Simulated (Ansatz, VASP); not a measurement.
**MgCd2Se3 in VASP and in Ansatz**

```
Mg Cd Se
1.0
     4.13385    0.00000    0.00000
    -2.06693    3.58002    0.00000
     0.00000    0.00000   20.23947
Mg Cd Se
2 4 6
Cartesian
  2.0669 1.1933 6.7465
  0.0000 2.3867 16.8662
  2.0669 1.1933 0.0000
  2.0669 1.1933 13.4930
  0.0000 2.3867 3.3732
  0.0000 2.3867 10.1197
  2.0669 1.1933 2.5299
  2.0669 1.1933 9.2764
  2.0669 1.1933 16.0229
  0.0000 2.3867 5.9032
  0.0000 2.3867 12.6497
  0.0000 2.3867 19.3962
```

Alike in both runs: task relaxation of cell and atoms; functional PBE; k mesh 6 × 6 × 1; occupations gaussian, width 0.1 eV; no spin polarisation.

|  | VASP | Ansatz |
| --- | --- | --- |
| version | VASP 6.6.1 | Ansatz 0.2.0 |
| potentials or method | VASP PAW PBE potentials, release 64 (Mg, Cd, Se), cutoff 600 eV | scalar-relativistic, plane waves, PAW |
| valence electrons in the cell | 88 | 196 |

```tsv
	VASP	Ansatz	Ansatz less VASP
gap on the k mesh at the Fermi level, each at its own relaxed structure (eV)	1.00	1.01	+0.009
relaxed volume (Å³/atom)	28.87	28.86	-0.007
relaxed cell length with the largest relative difference (Å)	21.218	21.177	-0.0408
```

VASP's potentials hold 88 valence electrons a cell and Ansatz's 196, so a difference there can come from the potentials and not from the codes.

Noted on VASP's run: the volume moved by over 15 % at a fixed basis, so the end points are rough.
